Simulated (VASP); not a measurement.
Input of a VASP 6.6.1 run:

File INCAR:

```
SYSTEM = Sc
PREC = Accurate
ENCUT = 520
EDIFF = 1E-7
ISMEAR = -1
SIGMA = 0.08
LREAL = .FALSE.
LASPH = .TRUE.
NELM = 60
ALGO = Normal
ISIF = 2
LWAVE = .FALSE.
LCHARG = .FALSE.
GGA = PE
NBANDS = 12
```

Contents of KPOINTS:

```
regular mesh
0
G
  13 13 13
  0 0 0
```

POSCAR

```
Sc
1.0
    2.3576427058      0.0000000000      0.0000000000
    0.0000000000      2.3576427058      0.0000000000
    0.0000000000      0.0000000000      2.3576427058
Sc
1
Direct
    0.0000000000      0.0000000000      0.0000000000
```

Potentials or basis: VASP PAW PBE potentials, release 64 (Sc_sv).

Launch:

```console
$ cat potpaw_PBE.64/Sc_sv/POTCAR > POTCAR
$ mpirun -np 1 vasp_std > vasp.out
```

(1) Estimate the pressure.

(2) Estimate the band gap on the k mesh.

Results:

(1) 73.5 GPa.

(2) zero (an odd number of electrons rules out a gap without spin polarisation).

Caveat: the cell stands under pressure.
